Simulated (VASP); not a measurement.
The system is ZrOs.

```
Zr Os
1.0
     3.26300    0.00000    0.00000
     0.00000    3.26300    0.00000
     0.00000    0.00000    3.26300
Zr Os
1 1
Cartesian
  1.6315 1.6315 1.6315
  0.0000 0.0000 0.0000
```

| Property | Result |
| --- | --- |
| Program | VASP 6.6.1 |
| Task | relaxation of cell and atoms |
| Functional | LDA |
| Potentials or basis | VASP PAW LDA potentials, release 64 (Zr_sv, Os) |
| Cutoff | 600 eV |
| k mesh | 14 × 14 × 14 |
| Occupations | gaussian, width 0.1 eV |
| Spin | no spin polarisation |

At the start: pressure -7.1 GPa; volume 17.37 Å³/atom.

Problem. Where does the relaxation end?

Solution. Over 4 steps the energy falls by 12.2 meV/atom and the volume is 16.84 Å³/atom (-3.1 %); space group Pm-3m (No. 221, to 0.05 Å).

The path:
```
step  energy change (eV)  largest force (eV/Å)  pressure (GPa)  volume (Å³)
   1              0.0000                0.0000           -7.07        34.74
   2              0.1518                0.0000           22.93        31.03
   3             -0.0243                0.0000           -0.22        33.70
   4             -0.0243                0.0000           -0.05        33.67
```

Final structure:
```cif
data_structure
_symmetry_space_group_name_H-M 'P 1'
_symmetry_Int_Tables_number 1
_cell_length_a 3.2291
_cell_length_b 3.2291
_cell_length_c 3.2291
_cell_angle_alpha 90.000
_cell_angle_beta 90.000
_cell_angle_gamma 90.000
_cell_volume 33.67
loop_
_atom_site_label
_atom_site_type_symbol
_atom_site_fract_x
_atom_site_fract_y
_atom_site_fract_z
_atom_site_occupancy
Zr1 Zr 0.50000 0.50000 0.50000 1
Os1 Os 0.00000 0.00000 0.00000 1
```
